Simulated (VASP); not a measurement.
# SiC3 (P-6m2) in VASP: notebook, part 2 of 2

VASP 6.6.1.

## 5. Single point, PBE, collinear spin, ferromagnetic start

This run uses another cell than the first one, of 11.26 Å³/atom, 1.391 times its volume.

The input, INCAR:

```
SYSTEM = SiC3
PREC = Accurate
ENCUT = 520
EDIFF = 1E-6
ISMEAR = 0
SIGMA = 0.1
LREAL = .False.
LASPH = .True.
NELM = 150
ALGO = Normal
ISIF = 2
LWAVE = .False.
LCHARG = .True.
ISPIN = 2
MAGMOM = 0 1 1 1
LORBIT = 11
GGA = PE
LELF = .True.
LVHAR = .True.
NBANDS = 20
```

The input, KPOINTS:

```
regular mesh
0
Gamma
  6 6 4
  0 0 0
```

The input, POSCAR:

```
SiC3
1.0
    3.2405592200      0.0000000000      0.0000000000
   -1.6202796100      2.8064066000      0.0000000000
    0.0000000000      0.0000000000      4.9510651000
Si C
1 3
Direct
    0.0000000000      0.0000000000      0.0000000000
    0.0000000000      0.0000000000      0.7199185100
    0.0000000000      0.0000000000      0.2800814900
    0.6666666700      0.3333333300      0.5000000000
```

Started as:

```sh
cat potpaw_PBE.64/Si/POTCAR potpaw_PBE.64/C/POTCAR > POTCAR
mpirun -np 1 vasp_std > vasp.out
```

Wall time 13 s (1 thread of Intel Xeon 6975P-C (Granite Rapids), shared host); peak memory 0.18 GiB.

It converged, with:

* Free energy: -13.8380 eV
* Pressure: 55.3 GPa
* Largest force: 25.152 eV/Å
* Band gap on the k mesh: zero (filled and empty bands overlap)
* Net moment: 0.00 μB per cell
* Valence electrons inside the program's atomic spheres: Si 2.43; C 2.50, 1.97

Forces in eV/Å, atoms in the order of the input:
```
Si    0.000   0.000   0.000
C     0.000   0.000 -25.152
C     0.000   0.000  25.152
C     0.000   0.000   0.000
```

Stress tensor (GPa, compression positive):
```
-21.26   0.00   0.00
  0.00 -21.26   0.00
  0.00   0.00 208.47
```

Levels at points of the mesh, in eV from the Fermi level:
Spin up:
```
           k point  band 5  band 6  band 7  band 8  band 9  band 10  band 11  band 12
(0.00, 0.00, 0.00)   -2.29   -1.35   -0.99    0.49    0.49     1.73     1.73     2.25
(0.50, 0.00, 0.00)   -3.94   -3.76   -3.32   -0.16    1.52     1.79     2.19     3.92
(0.00, 0.00, 0.50)   -1.80   -1.80   -0.71   -0.71   -0.59     1.21     2.39     2.39
(0.50, 0.00, 0.50)   -5.37   -3.24   -1.70   -0.32   -0.21     1.42     3.66     3.88
```
Spin down:
| k point | band 4 | band 5 | band 6 | band 7 | band 8 | band 9 | band 10 | band 11 | band 12 | band 13 |
| --- | --- | --- | --- | --- | --- | --- | --- | --- | --- | --- |
| (0.00, 0.00, 0.00) | -2.29 | -2.29 | -1.35 | -1.00 | 0.49 | 0.49 | 1.73 | 1.73 | 2.25 | 4.95 |
| (0.50, 0.00, 0.00) | -7.11 | -3.94 | -3.76 | -3.32 | -0.16 | 1.52 | 1.79 | 2.19 | 3.92 | 4.90 |
| (0.00, 0.00, 0.50) | -2.67 | -1.80 | -1.80 | -0.71 | -0.71 | -0.59 | 1.21 | 2.39 | 2.39 | 5.56 |
| (0.50, 0.00, 0.50) | -5.92 | -5.37 | -3.24 | -1.70 | -0.32 | -0.21 | 1.42 | 3.66 | 3.88 | 4.66 |

Caveat: the k points lie up to 0.37 Å⁻¹ apart; forces of over 1 eV/Å act on the atoms, so gaps and moduli don't describe the material at rest.

## 6. Single point, PBE

This run uses another cell than the first one, of 8.05 Å³/atom, 0.995 times its volume.

The input, INCAR:

```
SYSTEM = SiC3
ALGO = Normal
EDIFF = 1E-7
ENCUT = 520
GGA = PE
ISIF = 2
ISMEAR = 0
LASPH = .TRUE.
LCHARG = .TRUE.
LELF = .TRUE.
LREAL = .FALSE.
LVHAR = .TRUE.
LWAVE = .FALSE.
NBANDS = 16
NELM = 60
PREC = Accurate
SIGMA = 0.1
```

The input, KPOINTS:

```
k-points
0
G
  24 24 8
  0 0 0
```

The input, POSCAR:

```
SiC3
1.0
    2.5190057971      0.0000000000      0.0000000000
   -1.2595028986      2.1815230126      0.0000000000
    0.0000000000      0.0000000000      5.8597157397
Si C
1 3
Direct
    0.0000000000      0.0000000000      0.0000000000
    0.0000000000      0.0000000000      0.6536691145
    0.0000000000      0.0000000000      0.3463308855
    0.6666666667      0.3333333333      0.5000000000
```

Potentials or basis: VASP PAW PBE potentials, release 64 (Si, C).

Started as:

```sh
cat potpaw_PBE.64/Si/POTCAR potpaw_PBE.64/C/POTCAR > POTCAR
mpirun -np 1 vasp_std > vasp.out
```

OUTCAR:

```text
SYSTEM = SiC3
   EDIFF = 1E-7
   ENCUT = 520
   GGA = PE
   ISIF = 2
   ISMEAR = 0
   LASPH = .TRUE.
   LREAL = .FALSE.
   NELM = 60
   PREC = Accurate

 ion  position               nearest neighbor table
   1  0.000  0.000  0.000-   2 2.03   3 2.03
   2  0.000  0.000  0.654-   4 1.71   4 1.71   4 1.71   3 1.80   1 2.03
   3  0.000  0.000  0.346-   4 1.71   4 1.71   4 1.71   2 1.80   1 2.03
   4  0.667  0.333  0.500-   2 1.71   3 1.71   2 1.71   3 1.71   2 1.71   3 1.71

  LATTYP: Found a hexagonal cell.
 ALAT       =     2.5190057971
 C/A-ratio  =     2.3262017684

  Lattice vectors:

 A1 = (   2.5190057971,   0.0000000000,   0.0000000000)
 A2 = (  -1.2595028986,   2.1815230126,   0.0000000000)
 A3 = (   0.0000000000,   0.0000000000,   5.8597157397)

Analysis of symmetry for initial positions (statically):
=====================================================================
 Subroutine PRICEL returns:
 Original cell was already a primitive cell.

 Routine SETGRP: Setting up the symmetry group for a
 hexagonal supercell.

 Subroutine GETGRP returns: Found 12 space group operations
 (whereof 12 operations were pure point group operations)
 out of a pool of 24 trial point group operations.

The static configuration has the point symmetry D_3h.

Analysis of symmetry for dynamics (positions and initial velocities):
=====================================================================
 Subroutine PRICEL returns:
 Original cell was already a primitive cell.

 Routine SETGRP: Setting up the symmetry group for a
 hexagonal supercell.

 Subroutine GETGRP returns: Found 12 space group operations
 (whereof 12 operations were pure point group operations)
 out of a pool of 24 trial point group operations.

The dynamic configuration has the point symmetry D_3h.

 Subroutine INISYM returns: Found 12 space group operations
 (whereof 12 operations are pure point group operations),
 and found     1 'primitive' translations

----------------------------------------------------------------------------------------

                                     Primitive cell

  volume of cell :      32.2007

  direct lattice vectors                    reciprocal lattice vectors
     2.519005797  0.000000000  0.000000000     0.396982016  0.229197674  0.000000000
    -1.259502899  2.181523013  0.000000000     0.000000000  0.458395348  0.000000000
     0.000000000  0.000000000  5.859715740     0.000000000  0.000000000  0.170656742

  length of vectors
     2.519005797  2.519005797  5.859715740     0.458395348  0.458395348  0.170656742

  position of ions in fractional coordinates (direct lattice)
     0.000000000  0.000000000  0.000000000
     0.000000000  0.000000000  0.653669114
     0.000000000  0.000000000  0.346330886
     0.666666667  0.333333333  0.500000000

  ion indices of the primitive-cell ions
   primitive index   ion index
                 1           1
                 2           2
                 3           3
                 4           4

----------------------------------------------------------------------------------------

 KPOINTS: k-points

Automatic generation of k-mesh.
 Grid dimensions read from file:
 generate k-points for:   24   24    8

 Generating k-lattice:

  Cartesian coordinates                     Fractional coordinates (reciprocal lattice)
     0.016540917  0.009549903  0.000000000     0.041666667 -0.000000000  0.000000000
     0.000000000  0.019099806  0.000000000     0.000000000  0.041666667  0.000000000
     0.000000000  0.000000000  0.021332093     0.000000000  0.000000000  0.125000000

  Length of vectors
     0.019099806  0.019099806  0.021332093

  Shift w.r.t. Gamma in fractional coordinates (k-lattice)
     0.000000000  0.000000000  0.000000000

 Subroutine IBZKPT returns following result:
 ===========================================

 Found    305 irreducible k-points:

 Following reciprocal coordinates:
            Coordinates               Weight
  0.000000  0.000000  0.000000      1.000000
  0.041667 -0.000000  0.000000      6.000000
  0.083333 -0.000000  0.000000      6.000000
  0.125000 -0.000000  0.000000      6.000000
  0.166667 -0.000000  0.000000      6.000000
  0.208333 -0.000000  0.000000      6.000000
[... 16 lines left out ...]
  0.416667  0.041667  0.000000     12.000000
  0.458333  0.041667  0.000000     12.000000
 [... further k-points ...]
   k-points           NKPTS =    305   k-points in BZ     NKDIM =    305   number of bands    NBANDS=     16
   number of dos      NEDOS =    301   number of ions     NIONS =      4
   total plane-waves  NPLWV =  19200
   dimension x,y,z NGX =    20 NGY =   20 NGZ =   48
   dimension x,y,z NGXF=    40 NGYF=   40 NGZF=   96
   ions per type =               1   3
   NGX,Y,Z   is equivalent  to a cutoff of  13.20, 13.20, 13.62 a.u.
   NGXF,Y,Z  is equivalent  to a cutoff of  26.40, 26.40, 27.24 a.u.
 SYSTEM =  SiC3
   PREC   = accura    normal or accurate (medium, high low for compatibility)
   ISTART =      0    job   : 0-new  1-cont  2-samecut
   ICHARG =      2    charge: 1-file 2-atom 10-const
   ISPIN  =      1    spin polarized calculation?
   LNONCOLLINEAR =      F non collinear calculations
   LSORBIT =      F    spin-orbit coupling
   LASPH  =      T    aspherical Exc in radial PAW
   ENCUT  =  520.0 eV  38.22 Ry    6.18 a.u.   4.68  4.68 10.90*2*pi/ulx,y,z
   NELM   =     60;   NELMIN=  2; NELMDL= -5     # of ELM steps
   EDIFF  = 0.1E-06   stopping-criterion for ELM
   LREAL  =      F    real-space projection
   EDIFFG = 0.1E-05   stopping-criterion for IOM
   NSW    =      0    number of steps for IOM
   IBRION =     -1    ionic relax: 0-MD 1-quasi-New 2-CG
   NFREE  =      0    steps in history (QN), initial steepest desc. (CG)
   ISIF   =      2    stress and relaxation
   ISYM   =      2    0-nonsym 1-usesym 2-fastsym
   POTIM  = 0.5000    time-step for ionic-motion
   TEBEG  =    0.0;   TEEND  =   0.0 temperature during run
   PSTRESS=    0.0 pullay stress
   NELECT =      16.0000    total number of electrons
   NUPDOWN=      -1.0000    fix difference up-down
   EMIN   =  10.00;   EMAX   =-10.00  energy-range for DOS
   EFERMI =   0.00;   METHOD = LEGACY
   ISMEAR =     0;   SIGMA  =   0.10  broadening in eV -4-tet -1-fermi 0-gaus
   EFERMI_NEDOS =   21; number of points for ismear=-14 and -15
   IALGO  =     38    algorithm
   IMIX   =      4    mixing-type and parameters
     AMIX     =   0.40;   BMIX     =  1.00
     AMIX_MAG =   1.60;   BMIX_MAG =  1.00
  volume/ion in A,a.u.               =       8.05        54.33
  Fermi-wavevector in a.u.,A,eV,Ry     =   1.296661  2.450333 22.875867  1.681329
  Thomas-Fermi vector in A             =   2.428103
   LORBIT       =      0    0 simple, 1 ext, 2 COOP (PROOUT), +10 PAW based schemes
   GGA     = PE    functional components
   LHFCALC =     F    Hartree Fock is set to
   AEXX    =    0.0000 exact exchange contribution
   IVDW    =     0    specifies the selected vdW correction
   LEPSILON=     F    determine dielectric tensor
   LRPA    =     F    only Hartree local field effects (RPA)
 non-spin polarized calculation
 Gauss-broadening in eV      SIGMA  =   0.10
  energy-cutoff  :      520.00
  volume of cell :       32.20
 maximum number of plane-waves:       886
 NGX is ok and might be reduce to    20
   NGX =  9   NGY =  9   NGZ = 21

 number of electron      15.9999999 magnetization

 Free energy of the ion-electron system (eV)
  ---------------------------------------------------
  ext. energy  EPLUGINS =         0.00000000
  ---------------------------------------------------
  free energy    TOTEN  =       -25.42175459 eV

  energy without entropy =      -25.41704658  energy(sigma->0) =      -25.41940059

 E-fermi :  10.5728     XC(G=0): -12.3253

 val. band max:       10.5618375454   @ k =   0.3333   0.0417   0.3750
 cond. band min:      10.5731552817   @ k =   0.3750   0.0833   0.5000
 fundamental gap:      0.0113177362
 Fermi energy:        10.5728206519

 k-point     1 :       0.0000    0.0000    0.0000
  band No.  band energies     occupation
      1     -11.7666      2.00000
      2      -4.4469      2.00000
      3      -3.5092      2.00000
      4       5.8688      2.00000
      5       6.0379      2.00000
      6       7.4099      2.00000
[... 8 lines left out ...]
     15      23.9615      0.00000
     16      23.9615      0.00000
[... 419 lines left out ...]
 k-point    24 :       0.4583    0.0417    0.0000
  band No.  band energies     occupation
      1      -6.9040      2.00000
      2      -3.9794      2.00000
      3       0.5474      2.00000
      4       2.3052      2.00000
      5       2.7877      2.00000
      6       3.8686      2.00000
[... 8 lines left out ...]
     15      20.0617      0.00000
     16      20.4492      0.00000

 [... further k-points ...]
[... 5 lines left out ...]
  --------------------------------------------------------------------------------------
  -------------------------------------------------------------------------------------
  Total        0.0058909      0.0058909      0.0174950     -0.0000000      0.0000000      0.0000000
  in kB        0.2931079      0.2931079      0.8704825     -0.0000000      0.0000000      0.0000000
  external PRESSURE =       0.4855661 kB  Pullay stress =       0.0000000 kB

 VOLUME and BASIS-vectors are now :
 -----------------------------------------------------------------------------
  energy-cutoff  :      520.00
  volume of cell :       32.20
      direct lattice vectors                 reciprocal lattice vectors
     2.519005797  0.000000000  0.000000000     0.396982016  0.229197674  0.000000000
    -1.259502899  2.181523013  0.000000000     0.000000000  0.458395348  0.000000000
     0.000000000  0.000000000  5.859715740     0.000000000  0.000000000  0.170656742

 POSITION                                       TOTAL-FORCE (eV/Angst)
 -----------------------------------------------------------------------------------
      0.00000      0.00000      0.00000         0.000000      0.000000      0.000000
      0.00000      0.00000      3.83032        -0.000000      0.000000      0.025771
      0.00000      0.00000      2.02940         0.000000     -0.000000     -0.025771
      1.25950      0.72717      2.92986        -0.000000      0.000000      0.000000
 -----------------------------------------------------------------------------------
    total drift:                               -0.000000      0.000000      0.000000

  FREE ENERGIE OF THE ION-ELECTRON SYSTEM (eV)
  ---------------------------------------------------
  free  energy   TOTEN  =       -25.4217545926 eV

  energy  without entropy=      -25.4170465810  energy(sigma->0) =      -25.41940059
```

OSZICAR:

```text
N       E                     dE             d eps       ncg     rms          rms(c)
DAV:   1     0.265771021045E+02    0.26577E+02   -0.74574E+03  9800   0.899E+02
DAV:   2    -0.237755456060E+02   -0.50353E+02   -0.46184E+02 13648   0.161E+02
DAV:   3    -0.256897331161E+02   -0.19142E+01   -0.19029E+01 12224   0.281E+01
DAV:   4    -0.256995569637E+02   -0.98238E-02   -0.98211E-02 12488   0.244E+00
DAV:   5    -0.256996294159E+02   -0.72452E-04   -0.72451E-04 12040   0.186E-01    0.609E+00
DAV:   6    -0.254842167473E+02    0.21541E+00   -0.17659E-01 11728   0.274E+00    0.356E+00
DAV:   7    -0.254214578762E+02    0.62759E-01   -0.12804E-01 11520   0.238E+00    0.721E-01
DAV:   8    -0.254216285109E+02   -0.17063E-03   -0.11401E-02 12816   0.705E-01    0.306E-01
DAV:   9    -0.254217171367E+02   -0.88626E-04   -0.10825E-03 10376   0.249E-01    0.107E-01
DAV:  10    -0.254217510404E+02   -0.33904E-04   -0.19031E-04 12736   0.938E-02    0.384E-02
DAV:  11    -0.254217536643E+02   -0.26239E-05   -0.18603E-05 10944   0.328E-02    0.122E-02
DAV:  12    -0.254217545809E+02   -0.91659E-06   -0.21484E-06 12712   0.113E-02    0.157E-03
DAV:  13    -0.254217545926E+02   -0.11707E-07   -0.97729E-08  7360   0.242E-03
   1 F= -.25421755E+02 E0= -.25419401E+02  d E =-.470801E-02
```

stdout:

```text
POSCAR found type information on POSCAR SiC
 POSCAR found :  2 types and       4 ions
 scaLAPACK will be used
 LDA part: xc-table for (Slater+PW92), standard interpolation
 POSCAR, INCAR and KPOINTS ok, starting setup
 FFT: planning ... GRIDC
 FFT: planning ... GRID_SOFT
 FFT: planning ... GRID
 WAVECAR not read
 entering main loop
```

Wall time 54 s (1 thread of Intel Xeon 6975P-C (Granite Rapids), shared host); peak memory 0.24 GiB.

Results:

```yaml
Free_energy: -25.4218 eV
Pressure: 0.0 GPa
Largest_force: 0.026 eV/Å
Band_gap_on_the_k_mesh: zero (band 8 reaches 13.50 eV, above the bottom of band 9 at 6.95 eV)
```

Forces on the atoms (eV/Å):
```
Si   0.000  0.000  0.000
C    0.000  0.000  0.026
C    0.000  0.000 -0.026
C    0.000  0.000  0.000
```

## 7. Summary

```csv
spin,cell,k mesh,gap on the mesh (eV),pressure (GPa),moment (μB),largest force (eV/Å)
off,"a = 2.515, b = 2.515, c = 5.908 Å, angles 90.0, 90.0, 120.0°, 4 atoms",6 × 6 × 4,none,0.2,-,0.02
off,"a = 3.241, b = 3.241, c = 4.951 Å, angles 90.0, 90.0, 120.0°, 4 atoms",6 × 6 × 4,none,55.3,-,25.15
"collinear, ferromagnetic start","a = 2.515, b = 2.515, c = 5.908 Å, angles 90.0, 90.0, 120.0°, 4 atoms",6 × 6 × 4,none,0.2,0.00,0.02
"collinear, ferromagnetic start","a = 3.241, b = 3.241, c = 4.951 Å, angles 90.0, 90.0, 120.0°, 4 atoms",6 × 6 × 4,none,55.3,0.00,25.15
off,"a = 2.519, b = 2.519, c = 5.860 Å, angles 90.0, 90.0, 120.0°, 4 atoms",24 × 24 × 8,none,0.0,-,0.03
```

Alike in all rows: task single point; level PBE; potentials or basis VASP PAW PBE potentials, release 64 (Si, C); cutoff (eV) 520; smearing gaussian 0.1 eV.

Caveats: some runs use coarse meshes; forces of over 1 eV/Å act on the atoms, so gaps and moduli don't describe the material at rest (some runs).

Total energies depend on the potentials used, so only differences within one code and one set of settings carry meaning.
